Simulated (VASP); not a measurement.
A run of VASP 6.6.1 is set up as follows.

Contents of INCAR:

```
PREC = Accurate ; ENCUT = 520
EDIFF = 1E-6 ; ISMEAR = -1
SIGMA = 0.1 ; LREAL = F
LASPH = T ; NELM = 60
ALGO = Normal ; ISIF = 2
LWAVE = F ; LCHARG = F
GGA = PE ; NBANDS = 18
```

Contents of KPOINTS:

```
regular mesh
0
Gamma
  10 10 10
```

The input POSCAR:

```
Si2W
1.0
    0.0000000000      2.7983388118      2.7983388118
    2.7983388118      0.0000000000      2.7983388118
    2.7983388118      2.7983388118      0.0000000000
W Si
1 2
Direct
    0.0000000000      0.0000000000      0.0000000000
    0.2500000000      0.2500000000      0.2500000000
    0.7500000000      0.7500000000      0.7500000000
```

Potentials or basis: VASP PAW PBE potentials, release 64 (W_sv, Si).

Launch:

```console
$ cat potpaw_PBE.64/W_sv/POTCAR potpaw_PBE.64/Si/POTCAR > POTCAR
$ mpirun -np 1 vasp_std > vasp.out
```

Question: Estimate the band gap on the k mesh.

Answer: Zero (band 11 reaches 11.40 eV, above the bottom of band 12 at 9.18 eV).

Question: What does it give for the pressure?

Answer: 29.2 GPa.

Caveat: spin-orbit coupling is left out, which moves the levels of the heavy elements.
